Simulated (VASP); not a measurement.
# Sn2As2Se (I4/mmm) in VASP: a series of runs, part 2 of 2

VASP 6.6.1. Earlier steps stand in the parts before.

## (3) Single point, PBE

This run uses another cell than the first one, of 25.06 Å³/atom.

INCAR

```
PREC = Accurate
ENCUT = 520
EDIFF = 1E-6
ISMEAR = 0
SIGMA = 0.1
LREAL = False
LASPH = True
NELM = 60
ALGO = Normal
ISIF = 2
LWAVE = False
LCHARG = False
GGA = PE
NBANDS = 30
```

KPOINTS

```
Automatic mesh
0
Gamma
  10 10 10
```

POSCAR

```
Sn2As2Se
1.0
   -2.6554789697      2.6554789697      4.4423961483
    2.6554789697     -2.6554789697      4.4423961483
    2.6554789697      2.6554789697     -4.4423961483
Sn As Se
2 2 1
Direct
    0.7500000000      0.2500000000      0.5000000000
    0.2500000000      0.7500000000      0.5000000000
    0.1387530304      0.1387530304      0.0000000000
    0.8612469696      0.8612469696      0.0000000000
    0.5000000000      0.5000000000      0.0000000000
```

Potentials or basis: VASP PAW PBE potentials, release 64 (Sn_d, As, Se).

On the command line:

```sh
$ cat potpaw_PBE.64/Sn_d/POTCAR potpaw_PBE.64/As/POTCAR potpaw_PBE.64/Se/POTCAR > POTCAR
$ mpirun -np 1 vasp_std > vasp.out
```

OUTCAR:

```text
PREC = Accurate
   ENCUT = 520
   EDIFF = 1E-6
   ISMEAR = 0
   LREAL = False
   LASPH = True
   NELM = 60
   ISIF = 2
   GGA = PE

 ion  position               nearest neighbor table
   1  0.750  0.250  0.500-   4 2.83   3 2.83   4 2.83   3 2.83   2 3.76   2 3.76   2 3.76   2 3.76

   2  0.250  0.750  0.500-   4 2.83   3 2.83   4 2.83   3 2.83   1 3.76   1 3.76   1 3.76   1 3.76

   3  0.139  0.139  0.000-   4 2.47   2 2.83   1 2.83   1 2.83   2 2.83
   4  0.861  0.861  0.000-   3 2.47   2 2.83   1 2.83   1 2.83   2 2.83
   5  0.500  0.500  0.000-

  LATTYP: Found a body centered tetragonal cell.
 ALAT       =     5.3109579394
 C/A-ratio  =     1.6729170892

  Lattice vectors:

 A1 = (  -2.6554789697,   2.6554789697,   4.4423961483)
 A2 = (   2.6554789697,  -2.6554789697,   4.4423961483)
 A3 = (   2.6554789697,   2.6554789697,  -4.4423961483)

Analysis of symmetry for initial positions (statically):
=====================================================================
 Subroutine PRICEL returns:
 Original cell was already a primitive cell.

[... 177 lines left out ...]

 val. band max:        5.5796133195   @ k =  -0.4000   0.4000   0.4000
 cond. band min:       5.5838719824   @ k =  -0.1000  -0.1000   0.1000
 fundamental gap:      0.0042586629
 Fermi energy:         5.5802992034

 k-point     1 :       0.0000    0.0000    0.0000
  band No.  band energies     occupation
      1     -16.0763      2.00000
      2     -16.0612      2.00000
      3     -16.0467      2.00000
      4     -16.0467      2.00000
      5     -16.0414      2.00000
      6     -16.0328      2.00000
[... 781 lines left out ...]
     29      10.1566      0.00000
     30      10.4254      0.00000

 [... further k-points ...]

------------------------ aborting loop because EDIFF is reached ----------------------------------------

  FORCE on cell =-STRESS in cart. coord.  units (eV):
  Direction    XX          YY          ZZ          XY          YZ          ZX
  --------------------------------------------------------------------------------------
  -------------------------------------------------------------------------------------
  Total        0.0109301      0.0109301      0.0805783      0.0000000      0.0000000      0.0000000
  in kB        0.1397559      0.1397559      1.0303051      0.0000000      0.0000000      0.0000000
  external PRESSURE =       0.4366056 kB  Pullay stress =       0.0000000 kB

 VOLUME and BASIS-vectors are now :
 -----------------------------------------------------------------------------
  energy-cutoff  :      520.00
  volume of cell :      125.30
      direct lattice vectors                 reciprocal lattice vectors
    -2.655478970  2.655478970  4.442396148     0.000000000  0.188289949  0.112551871
     2.655478970 -2.655478970  4.442396148     0.188289949  0.000000000  0.112551871
     2.655478970  2.655478970 -4.442396148     0.188289949  0.188289949  0.000000000

 POSITION                                       TOTAL-FORCE (eV/Angst)
 -----------------------------------------------------------------------------------
      0.00000      2.65548      2.22120         0.000000      0.000000     -0.000000
      2.65548      0.00000      2.22120         0.000000      0.000000     -0.000000
      0.00000      0.00000      1.23279        -0.000000     -0.000000      0.025246
      0.00000      0.00000      7.65200         0.000000      0.000000     -0.025246
      0.00000      0.00000      4.44240         0.000000      0.000000      0.000000
 -----------------------------------------------------------------------------------
    total drift:                                0.000000     -0.000000      0.000000

  FREE ENERGIE OF THE ION-ELECTRON SYSTEM (eV)
  ---------------------------------------------------
  free  energy   TOTEN  =       -20.4994530083 eV

  energy  without entropy=      -20.4902745007  energy(sigma->0) =      -20.49486375
```

OSZICAR:

```text
N       E                     dE             d eps       ncg     rms          rms(c)
DAV:   1     0.390524206861E+03    0.39052E+03   -0.20515E+04  6276   0.179E+03
DAV:   2     0.324599491384E+02   -0.35806E+03   -0.34610E+03  6164   0.476E+02
DAV:   3    -0.184317522801E+02   -0.50892E+02   -0.49216E+02  7540   0.152E+02
DAV:   4    -0.209043021863E+02   -0.24725E+01   -0.24537E+01  7116   0.344E+01
DAV:   5    -0.209684846906E+02   -0.64183E-01   -0.64149E-01  7734   0.619E+00    0.451E+00
DAV:   6    -0.205093194341E+02    0.45917E+00   -0.12149E+00  7972   0.611E+00    0.259E+00
DAV:   7    -0.205006279681E+02    0.86915E-02   -0.24629E-01  7636   0.218E+00    0.129E+00
DAV:   8    -0.204994586102E+02    0.11694E-02   -0.24116E-02  6944   0.931E-01    0.323E-01
DAV:   9    -0.204993942019E+02    0.64408E-04   -0.62713E-03  7062   0.404E-01    0.101E-01
DAV:  10    -0.204994457928E+02   -0.51591E-04   -0.14701E-03  6954   0.211E-01    0.453E-02
DAV:  11    -0.204994476628E+02   -0.18700E-05   -0.22248E-04  7244   0.105E-01    0.253E-02
DAV:  12    -0.204994522828E+02   -0.46200E-05   -0.28768E-05  7050   0.325E-02    0.514E-03
DAV:  13    -0.204994530083E+02   -0.72553E-06   -0.48192E-06  6020   0.174E-02
   1 F= -.20499453E+02 E0= -.20494864E+02  d E =-.917851E-02
```

Wall time 5.3 min (1 thread of Intel Xeon Platinum 8488C (Sapphire Rapids), shared host); peak memory 0.57 GiB.

What came out:

```yaml
Free_energy: -20.4995 eV
Pressure: 0.0 GPa
Largest_force: 0.025 eV/Å
Band_gap_on_the_k_mesh: zero (bands 22 and 23 overlap by 2.80 eV)
```

Forces on the atoms (eV/Å):
```
Sn   0.000  0.000  0.000
Sn   0.000  0.000  0.000
As   0.000  0.000  0.025
As   0.000  0.000 -0.025
Se   0.000  0.000  0.000
```

Caveat: spin-orbit coupling is left out, which moves the levels of the heavy elements.
